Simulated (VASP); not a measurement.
Set up this calculation in VASP 6.6.1, as the native input.

```
Task                   : single point
Functional             : r2SCAN
Potentials or basis    : VASP PAW PBE potentials, release 64 (Sn_d, Se)
Cutoff                 : 520 eV
k mesh                 : 6 × 6 × 4
Occupations            : gaussian, width 0.05 eV
Spin                   : no spin polarisation
Dipole correction      : no
Further INCAR settings : ALGO = Normal; EDIFF = 1e-07; NBANDS = 28
```

The system is SnSe, a slab with vacuum.

```xyz
4
Lattice="4.1996 0.0000 0.0000 0.0000 4.1996 0.0000 0.0000 0.0000 10.9907" Properties=species:S:1:pos:R:3 pbc="T T T"
Sn    2.0998    0.0000    4.0911
Sn    0.0000    2.0998    6.8996
Se    2.0998    0.0000    6.7707
Se    0.0000    2.0998    4.2200
```

This cell differs from its parent crystal: strain -0.0200 x Voigt [1, 1, 0, 0, 0, 0].

One way to write it, as run:

POSCAR

```
SnSe
1.0
    4.1996208707      0.0000000000      0.0000000000
    0.0000000000      4.1996208707      0.0000000000
    0.0000000000      0.0000000000     10.9906921300
Sn Se
2 2
Direct
    0.5000000000      0.0000000000      0.3722291100
    0.0000000000      0.5000000000      0.6277708900
    0.5000000000      0.0000000000      0.6160394900
    0.0000000000      0.5000000000      0.3839605100
```

INCAR.step1

```
SYSTEM = SnSe
ALGO = Normal
EDIFF = 1E-4
ENCUT = 520
GGA = PE
ISMEAR = 0
LASPH = .True.
LCHARG = .False.
LREAL = .False.
LWAVE = .True.
NBANDS = 28
NELM = 100
PREC = Accurate
SIGMA = 0.05
```

INCAR.step2

```
SYSTEM = SnSe
ALGO = Normal
EDIFF = 1E-7
ENCUT = 520
ISIF = 2
ISMEAR = 0
ISTART = 1
LASPH = .True.
LCHARG = .True.
LELF = .True.
LMIXTAU = .True.
LREAL = .False.
LVHAR = .True.
LWAVE = .False.
METAGGA = R2SCAN
NBANDS = 28
NELM = 100
PREC = Accurate
SIGMA = 0.05
```

KPOINTS

```
k-points
0
Gamma
  6 6 4
  0 0 0
```

Potentials or basis: VASP PAW PBE potentials, release 64 (Sn_d, Se).

Launch:

```bash
$ cat potpaw_PBE.64/Sn_d/POTCAR potpaw_PBE.64/Se/POTCAR > POTCAR
$ cp INCAR.step1 INCAR
$ mpirun -np 1 vasp_std > vasp.out
$ cp INCAR.step2 INCAR
$ mpirun -np 1 vasp_std > vasp.out
```

It gave:

| Quantity | Value |
| --- | --- |
| Largest force | 0.148 eV/Å |
| Band gap on the k mesh | 1.53 eV (least direct gap 1.76 eV) |

Caveat: the cell differs from its parent crystal (strain -0.0200 x Voigt [1, 1, 0, 0, 0, 0]); there is no dipole correction, which matters where the two faces differ; the PAW data sets were made with another functional, which shifts forces and pressure a little; spin-orbit coupling is left out, which moves the levels of the heavy elements.

It took 8 min on 1 thread of AMD EPYC 9R45 96-Core Processor (Zen 5), with other jobs on the host, peak memory 0.37 GiB.
